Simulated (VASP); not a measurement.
# AlCu3 (Pm-3m) in VASP: further runs

The runs below take AlCu3 through single point, relaxation of cell and atoms, with LDA.

All numbers are computed with VASP 6.6.1; they aren't measurements. Logs are shortened: lines on timing, memory, paths and dates and some standing lists are left out, and cuts for length are marked.

## 1. The cell of the first run

The structure is cubic, space group Pm-3m (No. 221). Conventional cell: a = 3.590 Å, b = 3.590 Å, c = 3.590 Å, α = 90.00°, β = 90.00°, γ = 90.00°. Al (site symmetry m-3m) has 12 Cu at 2.54 Å within 3.3 Å. Cu (site symmetry 4/mmm) has 4 Al at 2.54 Å and 8 Cu at 2.54 Å within 3.3 Å.

## 2. Single point, LDA

The input, INCAR:

```
PREC = Accurate
ENCUT = 520
EDIFF = 1E-6
ISMEAR = -1
SIGMA = 0.15
LREAL = F
LASPH = T
NELM = 100
ALGO = Normal
ISIF = 2
LWAVE = F
LCHARG = F
NBANDS = 26
```

The input, KPOINTS:

```
regular mesh
0
Gamma
  12 12 12
```

The input, POSCAR:

```
AlCu3
1.0
    3.5896220639      0.0000000000      0.0000000000
    0.0000000000      3.5896220639      0.0000000000
    0.0000000000      0.0000000000      3.5896220639
Al Cu
1 3
Direct
    0.0000000000      0.0000000000      0.0000000000
    0.5000000000      0.5000000000      0.0000000000
    0.5000000000      0.0000000000      0.5000000000
    0.0000000000      0.5000000000      0.5000000000
```

Potentials or basis: VASP PAW LDA potentials, release 64 (Al, Cu).

Command:

```bash
$ cat potpaw_LDA.64/Al/POTCAR potpaw_LDA.64/Cu/POTCAR > POTCAR
$ mpirun -np 1 vasp_std > vasp.out
```

OUTCAR:

```text
PREC = Accurate
   ENCUT = 520
   EDIFF = 1E-6
   ISMEAR = -1
   LREAL = F
   LASPH = T
   NELM = 100
   ISIF = 2

 ion  position               nearest neighbor table
   1  0.000  0.000  0.000-   2 2.54   3 2.54   4 2.54   3 2.54   4 2.54   2 2.54   4 2.54   4 2.54
                             2 2.54   3 2.54   3 2.54   2 2.54
   2  0.500  0.500  0.000-   1 2.54   3 2.54   4 2.54   3 2.54   4 2.54   1 2.54   3 2.54   3 2.54
                             1 2.54   4 2.54   4 2.54   1 2.54
   3  0.500  0.000  0.500-   1 2.54   2 2.54   4 2.54   1 2.54   2 2.54   2 2.54   4 2.54   2 2.54
                             1 2.54   4 2.54   1 2.54   4 2.54
   4  0.000  0.500  0.500-   1 2.54   2 2.54   3 2.54   1 2.54   2 2.54   1 2.54   3 2.54   1 2.54
                             2 2.54   3 2.54   2 2.54   3 2.54

  LATTYP: Found a simple cubic cell.
 ALAT       =     3.5896220639

  Lattice vectors:

 A1 = (   3.5896220639,   0.0000000000,   0.0000000000)
 A2 = (   0.0000000000,   3.5896220639,   0.0000000000)
 A3 = (   0.0000000000,   0.0000000000,   3.5896220639)

Analysis of symmetry for initial positions (statically):
=====================================================================
 Subroutine PRICEL returns:
 Original cell was already a primitive cell.

 Routine SETGRP: Setting up the symmetry group for a
 simple cubic supercell.

 Subroutine GETGRP returns: Found 48 space group operations
 (whereof 48 operations were pure point group operations)
 out of a pool of 48 trial point group operations.

The static configuration has the point symmetry O_h .

Analysis of symmetry for dynamics (positions and initial velocities):
=====================================================================
 Subroutine PRICEL returns:
 Original cell was already a primitive cell.

 Routine SETGRP: Setting up the symmetry group for a
 simple cubic supercell.

 Subroutine GETGRP returns: Found 48 space group operations
 (whereof 48 operations were pure point group operations)
 out of a pool of 48 trial point group operations.

The dynamic configuration has the point symmetry O_h .

 Subroutine INISYM returns: Found 48 space group operations
 (whereof 48 operations are pure point group operations),
 and found     1 'primitive' translations

----------------------------------------------------------------------------------------

                                     Primitive cell

  volume of cell :      46.2537

  direct lattice vectors                    reciprocal lattice vectors
     3.589622064  0.000000000  0.000000000     0.278580860  0.000000000  0.000000000
     0.000000000  3.589622064  0.000000000     0.000000000  0.278580860  0.000000000
     0.000000000  0.000000000  3.589622064     0.000000000  0.000000000  0.278580860

  length of vectors
     3.589622064  3.589622064  3.589622064     0.278580860  0.278580860  0.278580860

  position of ions in fractional coordinates (direct lattice)
     0.000000000  0.000000000  0.000000000
     0.500000000  0.500000000  0.000000000
     0.500000000  0.000000000  0.500000000
     0.000000000  0.500000000  0.500000000

  ion indices of the primitive-cell ions
   primitive index   ion index
                 1           1
                 2           2
                 3           3
                 4           4

----------------------------------------------------------------------------------------

 KPOINTS: regular mesh

Automatic generation of k-mesh.
 Grid dimensions read from file:
 generate k-points for:   12   12   12

 Generating k-lattice:

  Cartesian coordinates                     Fractional coordinates (reciprocal lattice)
     0.023215072  0.000000000  0.000000000     0.083333333  0.000000000  0.000000000
     0.000000000  0.023215072  0.000000000     0.000000000  0.083333333  0.000000000
     0.000000000  0.000000000  0.023215072     0.000000000  0.000000000  0.083333333

  Length of vectors
     0.023215072  0.023215072  0.023215072

  Shift w.r.t. Gamma in fractional coordinates (k-lattice)
     0.000000000  0.000000000  0.000000000

 Subroutine IBZKPT returns following result:
 ===========================================

 Found     84 irreducible k-points:

 Following reciprocal coordinates:
            Coordinates               Weight
  0.000000  0.000000  0.000000      1.000000
  0.083333  0.000000  0.000000      6.000000
  0.166667  0.000000  0.000000      6.000000
  0.250000  0.000000  0.000000      6.000000
  0.333333  0.000000  0.000000      6.000000
  0.416667  0.000000  0.000000      6.000000
[... 16 lines left out ...]
  0.333333  0.333333  0.000000     12.000000
  0.416667  0.333333  0.000000     24.000000
 [... further k-points ...]
   k-points           NKPTS =     84   k-points in BZ     NKDIM =     84   number of bands    NBANDS=     26
   number of dos      NEDOS =    301   number of ions     NIONS =      4
   total plane-waves  NPLWV =  21952
   dimension x,y,z NGX =    28 NGY =   28 NGZ =   28
   dimension x,y,z NGXF=    56 NGYF=   56 NGZF=   56
   ions per type =               1   3
   NGX,Y,Z   is equivalent  to a cutoff of  12.97, 12.97, 12.97 a.u.
   NGXF,Y,Z  is equivalent  to a cutoff of  25.94, 25.94, 25.94 a.u.
 SYSTEM =  unknown system
   PREC   = accura    normal or accurate (medium, high low for compatibility)
   ISTART =      0    job   : 0-new  1-cont  2-samecut
   ICHARG =      2    charge: 1-file 2-atom 10-const
   ISPIN  =      1    spin polarized calculation?
   LNONCOLLINEAR =      F non collinear calculations
   LSORBIT =      F    spin-orbit coupling
   LASPH  =      T    aspherical Exc in radial PAW
   ENCUT  =  520.0 eV  38.22 Ry    6.18 a.u.   6.67  6.67  6.67*2*pi/ulx,y,z
   NELM   =    100;   NELMIN=  2; NELMDL= -5     # of ELM steps
   EDIFF  = 0.1E-05   stopping-criterion for ELM
   LREAL  =      F    real-space projection
[... 7 lines left out ...]
   TEBEG  =    0.0;   TEEND  =   0.0 temperature during run
   PSTRESS=    0.0 pullay stress
   NELECT =      36.0000    total number of electrons
   NUPDOWN=      -1.0000    fix difference up-down
   EMIN   =  10.00;   EMAX   =-10.00  energy-range for DOS
   EFERMI =   0.00;   METHOD = LEGACY
   ISMEAR =    -1;   SIGMA  =   0.15  broadening in eV -4-tet -1-fermi 0-gaus
   EFERMI_NEDOS =   21; number of points for ismear=-14 and -15
   IALGO  =     38    algorithm
   IMIX   =      4    mixing-type and parameters
     AMIX     =   0.40;   BMIX     =  1.00
     AMIX_MAG =   1.60;   BMIX_MAG =  1.00
  volume/ion in A,a.u.               =      11.56        78.03
  Fermi-wavevector in a.u.,A,eV,Ry     =   1.505891  2.845722 30.854046  2.267708
  Thomas-Fermi vector in A             =   2.616680
   LORBIT       =      0    0 simple, 1 ext, 2 COOP (PROOUT), +10 PAW based schemes
   GGA     = CA    functional components
   LHFCALC =     F    Hartree Fock is set to
   AEXX    =    0.0000 exact exchange contribution
   IVDW    =     0    specifies the selected vdW correction
   LEPSILON=     F    determine dielectric tensor
   LRPA    =     F    only Hartree local field effects (RPA)
 non-spin polarized calculation
  energy-cutoff  :      520.00
  volume of cell :       46.25
 maximum number of plane-waves:      1266
 NGX is ok and might be reduce to    28
   NGX = 13   NGY = 13   NGZ = 13

 number of electron      35.9999904 magnetization

 Free energy of the ion-electron system (eV)
  ---------------------------------------------------
  ext. energy  EPLUGINS =         0.00000000
  ---------------------------------------------------
  free energy    TOTEN  =       -19.14195837 eV

  energy without entropy =      -19.05890416  energy(sigma->0) =      -19.10043126

 E-fermi :   9.0277     XC(G=0): -12.8555

 val. band max:        8.9806845595   @ k =   0.2500   0.1667   0.1667
 cond. band min:       9.0565747702   @ k =   0.1667   0.0833   0.0833
 fundamental gap:      0.0758902107
 Fermi energy:         9.0276882838

 k-point     1 :       0.0000    0.0000    0.0000
  band No.  band energies     occupation
      1      -1.9562      2.00000
      2       3.3153      2.00000
      3       3.9115      2.00000
      4       3.9115      2.00000
      5       4.1753      2.00000
      6       4.1753      2.00000
[... 18 lines left out ...]
     25      19.7519      0.00000
     26      21.1012      0.00000

 k-point     2 :       0.0833    0.0000    0.0000
  band No.  band energies     occupation
      1      -1.8731      2.00000
      2       3.3398      2.00000
      3       3.8782      2.00000
      4       3.9566      2.00000
      5       4.1882      2.00000
      6       4.1882      2.00000
[... 18 lines left out ...]
     25      19.4679      0.00000
     26      20.6503      0.00000

 k-point     3 :       0.1667    0.0000    0.0000
  band No.  band energies     occupation
      1      -1.6254      2.00000
      2       3.3772      2.00000
      3       3.7785      2.00000
      4       4.0867      2.00000
      5       4.2258      2.00000
      6       4.2258      2.00000
[... 18 lines left out ...]
     25      18.8023      0.00000
     26      19.6992      0.00000

 k-point     4 :       0.2500    0.0000    0.0000
  band No.  band energies     occupation
      1      -1.2180      2.00000
      2       3.1913      2.00000
      3       3.7439      2.00000
      4       4.2835      2.00000
      5       4.2835      2.00000
      6       4.2847      2.00000
[... 18 lines left out ...]
     25      18.4249      0.00000
     26      18.6763      0.00000

 k-point     5 :       0.3333    0.0000    0.0000
  band No.  band energies     occupation
      1      -0.6614      2.00000
      2       2.5981      2.00000
      3       3.8602      2.00000
      4       4.3513      2.00000
      5       4.3513      2.00000
      6       4.3924      2.00000
[... 18 lines left out ...]
     25      17.8120      0.00000
     26      20.0920      0.00000

 k-point     6 :       0.4167    0.0000    0.0000
  band No.  band energies     occupation
      1       0.0196      2.00000
      2       1.7917      2.00000
      3       3.9833      2.00000
      4       4.4109      2.00000
      5       4.4109      2.00000
      6       4.4617      2.00000
[... 427 lines left out ...]
 k-point    21 :       0.4167    0.2500    0.0000
  band No.  band energies     occupation
      1       0.6673      2.00000
      2       2.3484      2.00000
      3       3.9295      2.00000
      4       4.2814      2.00000
      5       4.3436      2.00000
      6       4.6413      2.00000
[... 18 lines left out ...]
     25      19.0131      0.00000
     26      20.2219      0.00000

 k-point    22 :       0.5000    0.2500    0.0000
  band No.  band energies     occupation
      1       1.1837      2.00000
      2       1.7943      2.00000
      3       3.9977      2.00000
      4       4.2783      2.00000
      5       4.3787      2.00000
      6       4.5897      2.00000
[... 18 lines left out ...]
     25      19.2105      0.00000
     26      20.8927      0.00000

 k-point    23 :       0.3333    0.3333    0.0000
  band No.  band energies     occupation
      1       0.5348      2.00000
      2       3.2856      2.00000
      3       3.3791      2.00000
      4       4.3065      2.00000
      5       4.3287      2.00000
      6       4.5766      2.00000
[... 18 lines left out ...]
     25      18.8202      0.00000
     26      20.2920      0.00000

 k-point    24 :       0.4167    0.3333    0.0000
  band No.  band energies     occupation
      1       1.1392      2.00000
      2       2.7134      2.00000
      3       3.5666      2.00000
      4       4.3342      2.00000
      5       4.3720      2.00000
      6       4.6869      2.00000
[... 18 lines left out ...]
     25      19.1339      0.00000
     26      20.0340      0.00000

 [... further k-points ...]

------------------------ aborting loop because EDIFF is reached ----------------------------------------

  FORCE on cell =-STRESS in cart. coord.  units (eV):
  Direction    XX          YY          ZZ          XY          YZ          ZX
  --------------------------------------------------------------------------------------
  -------------------------------------------------------------------------------------
  Total        0.1619045      0.1619045      0.1619045      0.0000000      0.0000000     -0.0000000
  in kB        5.6081980      5.6081980      5.6081980      0.0000000      0.0000000     -0.0000000
  external PRESSURE =       5.6081980 kB  Pullay stress =       0.0000000 kB

 VOLUME and BASIS-vectors are now :
 -----------------------------------------------------------------------------
  energy-cutoff  :      520.00
  volume of cell :       46.25
      direct lattice vectors                 reciprocal lattice vectors
     3.589622064  0.000000000  0.000000000     0.278580860  0.000000000  0.000000000
     0.000000000  3.589622064  0.000000000     0.000000000  0.278580860  0.000000000
     0.000000000  0.000000000  3.589622064     0.000000000  0.000000000  0.278580860

 POSITION                                       TOTAL-FORCE (eV/Angst)
 -----------------------------------------------------------------------------------
      0.00000      0.00000      0.00000         0.000000      0.000000      0.000000
      1.79481      1.79481      0.00000         0.000000      0.000000      0.000000
      1.79481      0.00000      1.79481         0.000000      0.000000      0.000000
      0.00000      1.79481      1.79481         0.000000      0.000000      0.000000
 -----------------------------------------------------------------------------------
    total drift:                                0.000000      0.000000      0.000000

  FREE ENERGIE OF THE ION-ELECTRON SYSTEM (eV)
  ---------------------------------------------------
  free  energy   TOTEN  =       -19.1419583658 eV

  energy  without entropy=      -19.0589041597  energy(sigma->0) =      -19.10043126
```

Wall time 34 s (1 thread of Intel Xeon 6975P-C (Granite Rapids), shared host); peak memory 0.19 GiB.

Results:

| Quantity | Value |
| --- | --- |
| Free energy | -19.1420 eV |
| Pressure | 0.6 GPa |
| Band gap on the k mesh | zero (bands 18 and 19 overlap by 5.73 eV) |

## 3. Single point, LDA

The input, INCAR:

```
SYSTEM = AlCu3
  ALGO = Normal
  EDIFF = 1E-6
  ENCUT = 520
  ISIF = 2
  ISMEAR = 0
  LASPH = .True.
  LCHARG = .True.
  LELF = .True.
  LREAL = .False.
  LVHAR = .True.
  LWAVE = .False.
  NBANDS = 26
  NELM = 60
  PREC = Accurate
  SIGMA = 0.1
```

The input, KPOINTS:

```
k-points
0
Gamma
  12 12 12
  0 0 0
```

The input, POSCAR:

```
AlCu3
1.0
    3.5891957986      0.0000000000      0.0000000000
    0.0000000000      3.5891957986      0.0000000000
    0.0000000000      0.0000000000      3.5891957986
Al Cu
1 3
Direct
    0.0000000000      0.0000000000      0.0000000000
    0.5000000000      0.5000000000      0.0000000000
    0.5000000000      0.0000000000      0.5000000000
    0.0000000000      0.5000000000      0.5000000000
```

Potentials or basis: VASP PAW LDA potentials, release 64 (Al, Cu).

Command:

```bash
$ cat potpaw_LDA.64/Al/POTCAR potpaw_LDA.64/Cu/POTCAR > POTCAR
$ mpirun -np 1 vasp_std > vasp.out
```

It took 70 s on 1 thread of Intel Xeon Platinum 8259CL at 2.50GHz (Skylake/Cascade Lake), shared host; peak memory 0.19 GiB.

It converged, with:

| Item | Value |
| --- | --- |
| Free energy | -19.1045 eV |
| Pressure | 0.5 GPa |
| Band gap on the k mesh | zero (bands 18 and 19 overlap by 5.72 eV) |

Levels at points of the mesh, in eV from the Fermi level:
| k point | band 16 | band 17 | band 18 | band 19 | band 20 | band 21 |
| --- | --- | --- | --- | --- | --- | --- |
| (0.00, 0.00, 0.00) | -2.15 | -0.31 | -0.31 | -0.31 | 4.57 | 4.57 |
| (0.50, 0.00, 0.00) | -2.60 | -2.15 | 3.93 | 3.93 | 3.99 | 3.99 |
| (0.50, 0.50, 0.00) | -2.89 | -2.45 | -1.24 | -1.24 | 6.58 | 6.58 |
| (0.50, 0.50, 0.50) | -2.33 | -2.33 | -2.33 | -1.52 | 1.48 | 1.87 |

(Part 1 of 2 ends here.)
